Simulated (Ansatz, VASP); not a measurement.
## One calculation of C, two programs

Contents of INCAR:

```
ALGO = Normal
DIPOL = 0.5 0.5 0.500
EDIFF = 1E-7
ENCUT = 520
GGA = PE
IDIPOL = 3
ISIF = 2
ISMEAR = 0
IVDW = 12
LASPH = T
LCHARG = T
LDIPOL = T
LELF = T
LREAL = F
LVACPOTAV = T
LVHAR = T
LWAVE = F
NBANDS = 11
NELM = 80
PREC = Accurate
SIGMA = 0.1
```

KPOINTS

```
k-points
0
Gamma
  21 21 1
```

POSCAR

```
C
1.0
    2.6140000000      0.0000000000      0.0000000000
   -1.3070000000      2.2637904055      0.0000000000
    0.0000000000      0.0000000000     26.0024170307
C
2
Direct
    0.6666666667      0.3333333333      0.5000000000
    0.3333333333      0.6666666667      0.5000000000
```

Input for Ansatz:

```yaml
crystal:
  lattice:
    - [2.614, 0.0, 0.0]
    - [-1.307, 2.2637904055, 0.0]
    - [0.0, 0.0, 26.0024170307]
  atoms:
    - { symbol: C, position: [0.6666666667, 0.3333333333, 0.5] }
    - { symbol: C, position: [0.3333333333, 0.6666666667, 0.5] }
  periodic: [true, true, false]
basis:
  ecutwfc: 420
kpoints:
  mp_grid: { grid: [21, 21, 1] }
hamiltonian:
  xc: pbe
  pseudopotentials: { kind: paw, azcp: { folder: soft_1 } }
  dispersion: d3bj
scf:
  occupations: { method: gaussian, width: 0.1 }
output:
  forces: true
  stress: true
  eigenvalues: true
```

Alike in both runs: task single point; functional PBE; dispersion D3(BJ); k mesh 21 × 21 × 1; occupations gaussian, width 0.1 eV; no spin polarisation.

|  | VASP | Ansatz |
| --- | --- | --- |
| version | VASP 6.6.1 | Ansatz 0.2.0 |
| potentials or method | VASP PAW PBE potentials, release 64 (C), cutoff 520 eV | scalar-relativistic, plane waves, PAW |
| valence electrons in the cell | 8 | 8 |

```csv
,VASP,Ansatz,Ansatz less VASP
gap on the k mesh at the Fermi level (eV),none,none,-
"work function, face that differs most (eV)",4.71,4.71,-0.001
```

A gap of «none» marks a metal or a gap that the smearing closes.
